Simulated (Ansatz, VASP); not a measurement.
## Two plane-wave programs on Mg2I

The input INCAR:

```
PREC = Accurate
ENCUT = 600
EDIFF = 1E-6
ISMEAR = 0
SIGMA = 0.1
LREAL = False
LASPH = True
NELM = 60
ALGO = Normal
ISIF = 3
LWAVE = False
LCHARG = False
GGA = PE
IBRION = 2
NSW = 90
EDIFFG = -0.04
```

Contents of KPOINTS:

```
regular mesh
0
Gamma
  6 6 6
```

The input POSCAR:

```
Mg2I
1.0
    1.9908729778      1.1494310497      6.0129456840
   -1.9908729778      1.1494310497      6.0129456840
    0.0000000000     -2.2988620994      6.0129456840
Mg I
2 1
Direct
    0.7500000000      0.7500000000      0.7500000000
    0.2500000000      0.2500000000      0.2500000000
    0.0000000000      0.0000000000      0.0000000000
```

Input for Ansatz:

```yaml
crystal:
  lattice:
    - [1.9908729778, 1.1494310497, 6.012945684]
    - [-1.9908729778, 1.1494310497, 6.012945684]
    - [0.0, -2.2988620994, 6.012945684]
  atoms:
    - { symbol: Mg, position: [0.75, 0.75, 0.75] }
    - { symbol: Mg, position: [0.25, 0.25, 0.25] }
    - { symbol: I, position: [0.0, 0.0, 0.0] }
basis:
  ecutwfc: 420
kpoints:
  mp_grid: { grid: [6, 6, 6] }
hamiltonian:
  xc: pbe
scf:
  occupations: { method: gaussian, width: 0.1 }
  lower_state_search: "off"
output:
  forces: true
  stress: true
  eigenvalues: true
relax:
  adjacent_minimum: "off"
  f_tol: 0.04
  max_steps: 70
  cell: { stress_tol: 0.4 }
```

Alike in both runs: task relaxation of cell and atoms; functional PBE; k mesh 6 × 6 × 6; occupations gaussian, width 0.1 eV; no spin polarisation.

```csv
,VASP,Ansatz
version,VASP 6.6.1,Ansatz 0.2.0
potentials or method,"VASP PAW PBE potentials, release 64 (Mg, I), cutoff 600 eV","scalar-relativistic, plane waves, PAW"
valence electrons in the cell,11,37
```

```tsv
	VASP	Ansatz	Ansatz less VASP
gap on the k mesh at the Fermi level, each at its own relaxed structure (eV)	none	none	-
relaxed volume (Å³/atom)	29.59	29.36	-0.233
relaxed length of the cell vector where the two differ most in proportion (Å)	6.861	6.861	-0.0004
```

A gap of «none» marks a metal or a gap that the smearing closes. VASP's potentials hold 11 valence electrons a cell and Ansatz's 37, so a difference there can come from the potentials and not from the codes.

Spin-orbit coupling is off throughout.
